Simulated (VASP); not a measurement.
P, 4 atoms in the cell. The structure is orthorhombic, space group Cmce (No. 64). The conventional cell has a = 3.372 Å, b = 10.344 Å, c = 4.167 Å, α = 90.00°, β = 90.00°, γ = 90.00°. Within 3.0 Å of P (site symmetry m) lie 3 P at 2.25 to 2.28 Å.  This cell differs from its parent crystal: strain +0.0150 x Voigt [1, 1, 0, 0, 0, 0].

```yaml
Program: VASP 6.6.1
Task: single point
Functional: PBE
Dispersion: D3(BJ)
Potentials_or_basis: VASP PAW PBE potentials, release 64 (P)
Cutoff: 520 eV
k_mesh: 16 × 16 × 12
Occupations: gaussian, width 0.15 eV
Spin: no spin polarisation
Dipole_correction: no
Further_INCAR_settings: ALGO = Normal; EDIFF = 1e-06; NBANDS = 18
```

Potentials or basis: VASP PAW PBE potentials, release 64 (P).

Command:

```sh
$ cat potpaw_PBE.64/P/POTCAR > POTCAR
$ mpirun -np 1 vasp_std > vasp.out
```

Hardware: 1 thread of Intel(R) Xeon(R) 6975P-C (Granite Rapids), on a shared host.

Q: How long does it take, and how much memory?

A: It took 3.4 min on 1 thread of Intel(R) Xeon(R) 6975P-C (Granite Rapids), with other jobs on the host, peak memory 0.56 GiB. Counts: scf iterations 12, k points 511.
